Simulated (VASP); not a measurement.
Wanted: the native input for a VASP 6.6.1 run.

| Quantity | Value |
| --- | --- |
| Task | single point |
| Functional | PBE |
| Potentials or basis | VASP PAW PBE potentials, release 64 (C, Mg) |
| Cutoff | 520 eV |
| k mesh | 2 × 2 × 2 |
| Occupations | fermi-dirac, width 0.026 eV |
| Spin | no spin polarisation |
| Dipole correction | no |
| Further INCAR settings | LREAL = Auto; ALGO = Normal; EDIFF = 1e-07; NBANDS = 50 |

The structure of Mg2C lies in POSCAR:

```
Mg2C
1.0
    0.0000000000      5.4218852363      5.4218852363
    5.4218852363      0.0000000000      5.4218852363
    5.4218852363      5.4218852363      0.0000000000
C Mg
8 16
Direct
   -0.0055194824     -0.0038366729      0.0097508519
   -0.0023640301      0.0049732701      0.4977234638
    0.0190618199      0.4965787512     -0.0077827173
   -0.0000466627      0.4947006222      0.4988973175
    0.5017626492     -0.0025534476      0.0007042753
    0.4911155224     -0.0004066851      0.5130174983
    0.5006100981      0.4935439212      0.0101474852
    0.4920167771      0.5160117520      0.5033357183
    0.1251186572      0.1203033579      0.1233500841
    0.3670982349      0.3814013779      0.3769171443
    0.1211848778      0.1226679413      0.6357114453
    0.3790090366      0.3598645886      0.8720665034
    0.1389019625      0.6372968717      0.1091313213
    0.3623854830      0.8700362133      0.3859145682
    0.1118268782      0.6179856921      0.6335053861
    0.3952643604      0.8885403859      0.8603206812
    0.6137142073      0.1246935283      0.1290357449
    0.8918567600      0.3778667218      0.3639479469
    0.6434565373      0.1263391736      0.6089449253
    0.8631087336      0.3730599988      0.8872294950
    0.6192548078      0.6249393619      0.1419357781
    0.8768321890      0.8671038384      0.3650175933
    0.6167233083      0.6307861290      0.6185237890
    0.8759262310      0.8776031385      0.8757008482
```

These files were run (other wordings do the same):

INCAR

```
PREC = Accurate ; ENCUT = 520
EDIFF = 1E-7 ; ISMEAR = -1
SIGMA = 0.026 ; LREAL = Auto
LASPH = True ; NELM = 100
ALGO = Normal ; ISIF = 2
LWAVE = False ; LCHARG = False
GGA = PE ; NBANDS = 50
```

KPOINTS

```
regular mesh
0
Gamma
  2 2 2
```

Potentials or basis: VASP PAW PBE potentials, release 64 (C, Mg).

Command:

```bash
$ cat potpaw_PBE.64/C/POTCAR potpaw_PBE.64/Mg/POTCAR > POTCAR
$ mpirun -np 1 vasp_std > vasp.out
```

Results of the run:

* Pressure: 2.3 GPa
* Largest force: 0.967 eV/Å
* Band gap on the k mesh: 0.61 eV

Caveat: the k points lie up to 0.50 Å⁻¹ apart.

Run time: 4 min on 1 thread of Intel(R) Xeon(R) Platinum 8488C (Sapphire Rapids), with other jobs on the host, peak memory 0.49 GiB.
